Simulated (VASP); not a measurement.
Set up this calculation in VASP 6.6.1, as the native input.

- Task: single point
- Functional: revPBE
- Potentials or basis: VASP PAW PBE potentials, release 64 (Pb_d, Te)
- Cutoff: 520 eV
- k mesh: 7 × 7 × 7
- Occupations: fermi-dirac, width 0.05 eV
- Spin: no spin polarisation
- Dipole correction: no
- Further INCAR settings: ALGO = Normal; EDIFF = 1e-07; NBANDS = 17

The structure of TePb lies in POSCAR:

```
TePb
1.0
    4.0022870000      0.0000000000      0.0000000000
    0.0000000000      4.0022870000      0.0000000000
    0.0000000000      0.0000000000      4.0022870000
Pb Te
1 1
Direct
    0.0000000000      0.0000000000      0.0000000000
    0.5000000000      0.5000000000      0.5000000000
```

One way to write it, as run:

INCAR

```
ALGO = Normal
EDIFF = 1E-7
ENCUT = 520
GGA = RE
ISIF = 2
ISMEAR = -1
LASPH = T
LCHARG = T
LELF = T
LREAL = F
LVHAR = T
LWAVE = F
NBANDS = 17
NELM = 60
PREC = Accurate
SIGMA = 0.05
```

KPOINTS

```
k-points
0
Gamma
  7 7 7
```

Potentials or basis: VASP PAW PBE potentials, release 64 (Pb_d, Te).

Command:

```sh
$ cat potpaw_PBE.64/Pb_d/POTCAR potpaw_PBE.64/Te/POTCAR > POTCAR
$ mpirun -np 1 vasp_std > vasp.out
```

Results of the run:

```
Pressure               : 1.1 GPa
Band gap on the k mesh : zero (bands 10 and 11 overlap by 0.77 eV)
```

Caveat: semilocal functionals underestimate gaps, so a narrow gap can read as zero; the PAW data sets were made with another functional, which shifts forces and pressure a little; spin-orbit coupling is left out, which moves the levels of the heavy elements.

It took 43 s on 1 thread of Intel Xeon 8259CL (shared host), peak memory 0.18 GiB.
